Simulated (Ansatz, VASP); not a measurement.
## One calculation of WC, two programs

File INCAR:

```
  PREC = Accurate
  ENCUT = 600
  EDIFF = 1E-6
  ISMEAR = -1
  SIGMA = 0.05
  LREAL = False
  LASPH = True
  NELM = 60
  ALGO = Normal
  ISIF = 3
  LWAVE = False
  LCHARG = False
  GGA = PE
  IVDW = 13
  IBRION = 2
  NSW = 60
  EDIFFG = -0.01
```

Contents of KPOINTS:

```
regular mesh
0
Gamma
  10 10 10
```

The input POSCAR:

```
WC
1.0
    0.0000000000      2.1926840000      2.1926840000
    2.1926840000      0.0000000000      2.1926840000
    2.1926840000      2.1926840000      0.0000000000
W C
1 1
Direct
    0.0000000000      0.0000000000      0.0000000000
    0.5000000000      0.5000000000      0.5000000000
```

input.yaml

```yaml
crystal:
  lattice:
    - [0.0, 2.192684, 2.192684]
    - [2.192684, 0.0, 2.192684]
    - [2.192684, 2.192684, 0.0]
  atoms:
    - { symbol: W, position: [0.0, 0.0, 0.0] }
    - { symbol: C, position: [0.5, 0.5, 0.5] }
hamiltonian:
  xc: pbe
  pseudopotentials: { kind: paw }
  dispersion: d4
kpoints:
  mp_grid: { grid: [10, 10, 10] }
scf:
  occupations: { method: fermi_dirac, width: 0.05 }
output:
  forces: true
  stress: true
  eigenvalues: true
  write_density: true
  write_potential: true
  elf: true
  volumetric_format: npy
relax:
  f_tol: 0.01
  max_steps: 40
  cell: { stress_tol: 0.05 }
```

Alike in both runs: task relaxation of cell and atoms; functional PBE; dispersion D4; k mesh 10 × 10 × 10; occupations fermi-dirac, width 0.05 eV; no spin polarisation.

|  | VASP | Ansatz |
| --- | --- | --- |
| version | VASP 6.6.1 | Ansatz 0.2.0 |
| potentials or method | VASP PAW PBE potentials, release 64 (W_sv, C) | Ansatz PAW |
| plane-wave cutoff (eV) | 600 | 420 |
| valence electrons in the cell | 18 | 18 |

Ansatz gave:

| Item | Value |
| --- | --- |
| gap on the k mesh at the Fermi level, each at its own relaxed structure (eV) | none |
| relaxed volume (Å³/atom) | 10.30 |
| relaxed cell length with the largest relative difference (Å) | 3.077 |

Task: Which values does VASP return?

Result: gap on the k mesh at the Fermi level, each at its own relaxed structure (eV): none; relaxed volume (Å³/atom): 10.33; relaxed cell length with the largest relative difference (Å): 3.080.

A gap of «none» marks a metal or a gap that the smearing closes.

Spin-orbit coupling is off throughout. Noted on VASP's run: too few bands were computed for a metal, which touches its energy and stress. Noted on Ansatz's run: the plane-wave basis is chosen anew once the cell has moved, so the energies of steps on either side of that aren't comparable.
